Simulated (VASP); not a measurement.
# CdTe (F-43m) in VASP: a series of runs

CdTe is run at these levels: PBE; tasks: single point.

Program: VASP 6.6.1. These are calculated values, not measurements. Logs are shortened: lines on timing, memory, paths and dates and some standing lists are left out, and cuts for length are marked.

**1. The cell of the first run**

Symmetry: F-43m, No. 216, cubic system. The conventional cell has a = 6.410 Å, b = 6.410 Å, c = 6.410 Å, α = 90.00°, β = 90.00°, γ = 90.00°. Cd (site symmetry -43m) has 4 Te at 2.78 Å within 3.7 Å. Within 3.7 Å of Te (site symmetry -43m) lie 4 Cd at 2.78 Å.

**2. Single point, PBE**

Input file INCAR:

```
SYSTEM = CdTe
PREC = Accurate ; ENCUT = 520
EDIFF = 1E-7 ; ISMEAR = 0
SIGMA = 0.02 ; LREAL = .False.
LASPH = .True. ; NELM = 100
ALGO = Normal ; ISIF = 2
LWAVE = .False. ; LCHARG = .False.
GGA = PE ; NBANDS = 16
```

Input file KPOINTS:

```
regular mesh
0
Gamma
  10 10 10
  0 0 0
```

Input file POSCAR:

```
CdTe
1.0
    0.0000000000      3.2050000000      3.2050000000
    3.2050000000      0.0000000000      3.2050000000
    3.2050000000      3.2050000000      0.0000000000
Cd Te
1 1
Direct
    0.0000000000      0.0000000000      0.0000000000
    0.2500000000      0.2500000000      0.2500000000
```

Potentials or basis: VASP PAW PBE potentials, release 64 (Cd, Te).

Run with:

```sh
cat potpaw_PBE.64/Cd/POTCAR potpaw_PBE.64/Te/POTCAR > POTCAR
mpirun -np 1 vasp_std > vasp.out
```

OUTCAR:

```text
SYSTEM = CdTe
   PREC = Accurate
   ENCUT = 520
   EDIFF = 1E-7
   ISMEAR = 0
   LREAL = .False.
   LASPH = .True.
   NELM = 100
   ISIF = 2
   GGA = PE

 ion  position               nearest neighbor table
   1  0.000  0.000  0.000-   2 2.78   2 2.78   2 2.78   2 2.78
   2  0.250  0.250  0.250-   1 2.78   1 2.78   1 2.78   1 2.78

  LATTYP: Found a face centered cubic cell.
 ALAT       =     6.4100000000

  Lattice vectors:

 A1 = (   0.0000000000,   3.2050000000,   3.2050000000)
 A2 = (   3.2050000000,   0.0000000000,   3.2050000000)
 A3 = (   3.2050000000,   3.2050000000,   0.0000000000)

Analysis of symmetry for initial positions (statically):
=====================================================================
 Subroutine PRICEL returns:
 Original cell was already a primitive cell.

 Routine SETGRP: Setting up the symmetry group for a
 face centered cubic supercell.

 Subroutine GETGRP returns: Found 24 space group operations
 (whereof 24 operations were pure point group operations)
 out of a pool of 48 trial point group operations.

The static configuration has the point symmetry T_d .

Analysis of symmetry for dynamics (positions and initial velocities):
=====================================================================
 Subroutine PRICEL returns:
 Original cell was already a primitive cell.

 Routine SETGRP: Setting up the symmetry group for a
 face centered cubic supercell.

 Subroutine GETGRP returns: Found 24 space group operations
 (whereof 24 operations were pure point group operations)
 out of a pool of 48 trial point group operations.

The dynamic configuration has the point symmetry T_d .

 Subroutine INISYM returns: Found 24 space group operations
 (whereof 24 operations are pure point group operations),
 and found     1 'primitive' translations

----------------------------------------------------------------------------------------

                                     Primitive cell

  volume of cell :      65.8437

  direct lattice vectors                    reciprocal lattice vectors
     0.000000000  3.205000000  3.205000000    -0.156006240  0.156006240  0.156006240
     3.205000000  0.000000000  3.205000000     0.156006240 -0.156006240  0.156006240
     3.205000000  3.205000000  0.000000000     0.156006240  0.156006240 -0.156006240

  length of vectors
     4.532554467  4.532554467  4.532554467     0.270210734  0.270210734  0.270210734

  position of ions in fractional coordinates (direct lattice)
[... 79 lines left out ...]
   EDIFF  = 0.1E-06   stopping-criterion for ELM
   LREAL  =      F    real-space projection
   EDIFFG = 0.1E-05   stopping-criterion for IOM
   NSW    =      0    number of steps for IOM
   IBRION =     -1    ionic relax: 0-MD 1-quasi-New 2-CG
   NFREE  =      0    steps in history (QN), initial steepest desc. (CG)
   ISIF   =      2    stress and relaxation
   ISYM   =      2    0-nonsym 1-usesym 2-fastsym
   POTIM  = 0.5000    time-step for ionic-motion
   TEBEG  =    0.0;   TEEND  =   0.0 temperature during run
   PSTRESS=    0.0 pullay stress
   NELECT =      18.0000    total number of electrons
   NUPDOWN=      -1.0000    fix difference up-down
   EMIN   =  10.00;   EMAX   =-10.00  energy-range for DOS
   EFERMI =   0.00;   METHOD = LEGACY
   ISMEAR =     0;   SIGMA  =   0.02  broadening in eV -4-tet -1-fermi 0-gaus
   EFERMI_NEDOS =   21; number of points for ismear=-14 and -15
   IALGO  =     38    algorithm
   IMIX   =      4    mixing-type and parameters
     AMIX     =   0.40;   BMIX     =  1.00
     AMIX_MAG =   1.60;   BMIX_MAG =  1.00
  volume/ion in A,a.u.               =      32.92       222.17
  Fermi-wavevector in a.u.,A,eV,Ry     =   1.062497  2.007828 15.359610  1.128899
  Thomas-Fermi vector in A             =   2.197950
   LORBIT       =      0    0 simple, 1 ext, 2 COOP (PROOUT), +10 PAW based schemes
   GGA     = PE    functional components
   LHFCALC =     F    Hartree Fock is set to
   AEXX    =    0.0000 exact exchange contribution
   IVDW    =     0    specifies the selected vdW correction
   LEPSILON=     F    determine dielectric tensor
   LRPA    =     F    only Hartree local field effects (RPA)
 non-spin polarized calculation
 Gauss-broadening in eV      SIGMA  =   0.02
  energy-cutoff  :      520.00
  volume of cell :       65.84
 maximum number of plane-waves:      1807
 NGX is ok and might be reduce to    36

 number of electron      17.9999995 magnetization

 Free energy of the ion-electron system (eV)
  ---------------------------------------------------
  ext. energy  EPLUGINS =         0.00000000
  ---------------------------------------------------
  free energy    TOTEN  =        -4.72750603 eV

  energy without entropy =       -4.72750603  energy(sigma->0) =       -4.72750603

 E-fermi :   2.7781     XC(G=0):  -8.7322

 val. band max:        2.6539703021   @ k =   0.0000   0.0000   0.0000
 cond. band min:       3.5277235984   @ k =   0.0000   0.0000   0.0000
 fundamental gap:      0.8737532963
 Fermi energy:         2.7781047851

 k-point     1 :       0.0000    0.0000    0.0000
  band No.  band energies     occupation
      1      -8.7147      2.00000
      2      -5.7520      2.00000
      3      -5.7520      2.00000
      4      -5.7520      2.00000
      5      -5.4661      2.00000
      6      -5.4661      2.00000
[... 433 lines left out ...]
      3      -5.6160      2.00000
      4      -5.5552      2.00000
      5      -5.4412      2.00000
      6      -5.1942      2.00000
[... 8 lines left out ...]
     15      13.2339      0.00000
     16      14.4937      0.00000

 [... further k-points ...]

------------------------ aborting loop because EDIFF is reached ----------------------------------------

  FORCE on cell =-STRESS in cart. coord.  units (eV):
  Direction    XX          YY          ZZ          XY          YZ          ZX
  --------------------------------------------------------------------------------------
  -------------------------------------------------------------------------------------
  Total        1.8045345      1.8045345      1.8045345      0.0000000      0.0000000      0.0000000
  in kB       43.9098228     43.9098228     43.9098228      0.0000000      0.0000000      0.0000000
  external PRESSURE =      43.9098228 kB  Pullay stress =       0.0000000 kB

 VOLUME and BASIS-vectors are now :
 -----------------------------------------------------------------------------
  energy-cutoff  :      520.00
  volume of cell :       65.84
      direct lattice vectors                 reciprocal lattice vectors
     0.000000000  3.205000000  3.205000000    -0.156006240  0.156006240  0.156006240
     3.205000000  0.000000000  3.205000000     0.156006240 -0.156006240  0.156006240
     3.205000000  3.205000000  0.000000000     0.156006240  0.156006240 -0.156006240

 POSITION                                       TOTAL-FORCE (eV/Angst)
 -----------------------------------------------------------------------------------
      0.00000      0.00000      0.00000         0.000000      0.000000      0.000000
      1.60250      1.60250      1.60250        -0.000000     -0.000000     -0.000000
 -----------------------------------------------------------------------------------
    total drift:                               -0.000000     -0.000000     -0.000000

  FREE ENERGIE OF THE ION-ELECTRON SYSTEM (eV)
  ---------------------------------------------------
  free  energy   TOTEN  =        -4.7275060256 eV

  energy  without entropy=       -4.7275060256  energy(sigma->0) =       -4.72750603
```

OSZICAR:

```text
N       E                     dE             d eps       ncg     rms          rms(c)
DAV:   1     0.102213543089E+03    0.10221E+03   -0.83439E+03  1520   0.978E+02
DAV:   2    -0.136120143004E+01   -0.10357E+03   -0.98519E+02  1816   0.240E+02
DAV:   3    -0.492159167315E+01   -0.35604E+01   -0.35545E+01  1848   0.460E+01
DAV:   4    -0.495478341253E+01   -0.33192E-01   -0.33190E-01  2280   0.388E+00
DAV:   5    -0.495485748574E+01   -0.74073E-04   -0.74073E-04  1936   0.174E-01    0.603E+00
DAV:   6    -0.474203962754E+01    0.21282E+00   -0.36849E-01  1808   0.753E+00    0.485E+00
DAV:   7    -0.472630562762E+01    0.15734E-01   -0.11252E-01  1792   0.219E+00    0.179E+00
DAV:   8    -0.472712178379E+01   -0.81616E-03   -0.11475E-02  1664   0.124E+00    0.490E-01
DAV:   9    -0.472741516259E+01   -0.29338E-03   -0.96129E-04  1848   0.338E-01    0.119E-01
DAV:  10    -0.472747074930E+01   -0.55587E-04   -0.11295E-04  1904   0.102E-01    0.559E-02
DAV:  11    -0.472750686779E+01   -0.36118E-04   -0.70433E-05  1792   0.590E-02    0.331E-02
DAV:  12    -0.472750588604E+01    0.98175E-06   -0.28851E-06  1792   0.159E-02    0.210E-02
DAV:  13    -0.472750558407E+01    0.30197E-06   -0.24626E-06  1848   0.898E-03    0.562E-03
DAV:  14    -0.472750581868E+01   -0.23462E-06   -0.46421E-07  1816   0.390E-03    0.652E-03
DAV:  15    -0.472750596957E+01   -0.15089E-06   -0.12252E-08  1504   0.688E-04    0.379E-03
DAV:  16    -0.472750602559E+01   -0.56017E-07   -0.44760E-08  1360   0.120E-03
   1 F= -.47275060E+01 E0= -.47275060E+01  d E =-.629585E-21
```

Wall time 77 s (1 thread of Intel Xeon 8259CL, shared host); peak memory 0.23 GiB.

What came out:

| Property | Result |
| --- | --- |
| Free energy | -4.7275 eV |
| Pressure | 4.4 GPa |
| Band gap on the k mesh | 0.87 eV, direct |

Levels at points of the mesh, in eV from the valence-band top:
| k point | band 5 | band 6 | band 7 | band 8 | band 9 | band 10 | band 11 | band 12 | band 13 | band 14 |
| --- | --- | --- | --- | --- | --- | --- | --- | --- | --- | --- |
| (0.00, 0.00, 0.00) | -8.12 | -8.12 | 0.00 | 0.00 | 0.00 | 0.87 | 4.58 | 4.58 | 4.58 | 7.51 |
| (0.50, 0.00, 0.00) | -8.11 | -7.74 | -4.62 | -0.83 | -0.83 | 1.85 | 5.17 | 5.17 | 7.10 | 8.78 |
| (0.50, 0.50, 0.00) | -8.09 | -7.59 | -4.47 | -1.98 | -1.98 | 2.53 | 2.66 | 9.03 | 9.30 | 9.30 |

Caveat: spin-orbit coupling is left out, which moves the levels of the heavy elements.

**3. Single point, PBE**

Input file INCAR:

```
SYSTEM = CdTe
ALGO = Normal ; EDIFF = 1E-6
ENCUT = 520 ; GGA = PE
ISIF = 2 ; ISMEAR = 0
LASPH = .TRUE. ; LCHARG = .FALSE.
LREAL = .FALSE. ; LWAVE = .FALSE.
NBANDS = 16 ; NELM = 100
PREC = Accurate ; SIGMA = 0.02
```

Input file KPOINTS:

```
k-points
0
G
  10 10 10
  0 0 0
```

Input file POSCAR:

```
CdTe
1.0
    0.0000000000      3.2062897595      3.2062897595
    3.2062897595      0.0000000000      3.2062897595
    3.2062897595      3.2062897595      0.0000000000
Cd Te
1 1
Direct
    0.0000000000      0.0000000000      0.0000000000
    0.2500000000      0.2500000000      0.2500000000
```

Potentials or basis: VASP PAW PBE potentials, release 64 (Cd, Te).

Run with:

```sh
cat potpaw_PBE.64/Cd/POTCAR potpaw_PBE.64/Te/POTCAR > POTCAR
mpirun -np 1 vasp_std > vasp.out
```

It took 71 s on 1 thread of Intel Xeon 8259CL, shared host; peak memory 0.23 GiB.

The run converged. Its results:

```yaml
Free_energy: -4.7297 eV
Pressure: 4.3 GPa
Band_gap_on_the_k_mesh: 0.87 eV, direct
```

Levels at points of the mesh, in eV from the valence-band top:
```
           k point  band 5  band 6  band 7  band 8  band 9  band 10  band 11  band 12  band 13  band 14
(0.00, 0.00, 0.00)   -8.12   -8.12    0.00    0.00    0.00     0.87     4.58     4.58     4.58     7.51
(0.50, 0.00, 0.00)   -8.11   -7.74   -4.61   -0.82   -0.82     1.85     5.17     5.17     7.10     8.78
(0.50, 0.50, 0.00)   -8.08   -7.59   -4.46   -1.98   -1.98     2.53     2.66     9.02     9.29     9.29
```

Caveat: spin-orbit coupling is left out, which moves the levels of the heavy elements.
